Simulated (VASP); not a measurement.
Wanted: the native input for a VASP 6.6.1 run.

```
Task                   : relaxation of cell and atoms
Functional             : r2SCAN
Potentials or basis    : VASP PAW PBE potentials, release 64 (Pb_d, O)
Cutoff                 : 600 eV
k mesh                 : 6 × 6 × 6
Occupations            : gaussian, width 0.1 eV
Spin                   : no spin polarisation
Dipole correction      : no
Further INCAR settings : ALGO = Normal; EDIFF = 1e-06; IBRION = 2; EDIFFG = -0.05; NSW = 100; ISIF = 3
```

Crystal: PbO2.

```
CELL_PARAMETERS angstrom
0.00000 2.57000 2.57000
2.57000 0.00000 2.57000
2.57000 2.57000 0.00000
ATOMIC_POSITIONS crystal
Pb 0.00000 0.00000 0.00000
O 0.25000 0.25000 0.25000
O 0.75000 0.75000 0.75000
```

One way to write it, as run:

POSCAR

```
PbO2
1.0
    0.0000000000      2.5700000000      2.5700000000
    2.5700000000      0.0000000000      2.5700000000
    2.5700000000      2.5700000000      0.0000000000
Pb O
1 2
Direct
    0.0000000000      0.0000000000      0.0000000000
    0.2500000000      0.2500000000      0.2500000000
    0.7500000000      0.7500000000      0.7500000000
```

INCAR.step1

```
ALGO = Normal ; EDIFF = 1E-4
ENCUT = 600 ; GGA = PE
ISMEAR = 0 ; LASPH = True
LCHARG = False ; LREAL = False
LWAVE = True ; NELM = 100
PREC = Accurate ; SIGMA = 0.1
```

INCAR.step2

```
ALGO = Normal ; EDIFF = 1E-6
EDIFFG = -0.05 ; ENCUT = 600
IBRION = 2 ; ISIF = 3
ISMEAR = 0 ; ISTART = 1
LASPH = True ; LCHARG = False
LMIXTAU = True ; LREAL = False
LWAVE = False ; METAGGA = R2SCAN
NELM = 100 ; NSW = 100
PREC = Accurate ; SIGMA = 0.1
```

KPOINTS

```
k-points
0
Gamma
  6 6 6
```

Potentials or basis: VASP PAW PBE potentials, release 64 (Pb_d, O).

Launch:

```sh
$ cat potpaw_PBE.64/Pb_d/POTCAR potpaw_PBE.64/O/POTCAR > POTCAR
$ cp INCAR.step1 INCAR
$ mpirun -np 1 vasp_std > vasp.out
$ cp INCAR.step2 INCAR
$ mpirun -np 1 vasp_std > vasp.out
```

Results of the run:

- Relaxed volume: 12.63 Å³/atom
- Relaxed cell: a = 3.770 Å, b = 3.770 Å, c = 3.770 Å, α = 60.00°, β = 60.00°, γ = 60.00°
- Space group after relaxing (to 0.05 Å): Fm-3m (No. 225)
- Energy gained by relaxing: 82.8 meV/atom
- Ionic steps: 3
- Pressure after relaxing: -0.4 GPa
- Band gap on the k mesh: zero (band 13 reaches 5.80 eV, above the bottom of band 14 at 4.50 eV)

Caveat: the PAW data sets were made with another functional, which shifts forces and pressure a little; spin-orbit coupling is left out, which moves the levels of the heavy elements; the volume moved by +12 % from the deposited cell, more than functionals usually miss.

Run time: 120 s on 1 thread of Intel(R) Xeon(R) 6975P-C (Granite Rapids), with other jobs on the host, peak memory 0.18 GiB.
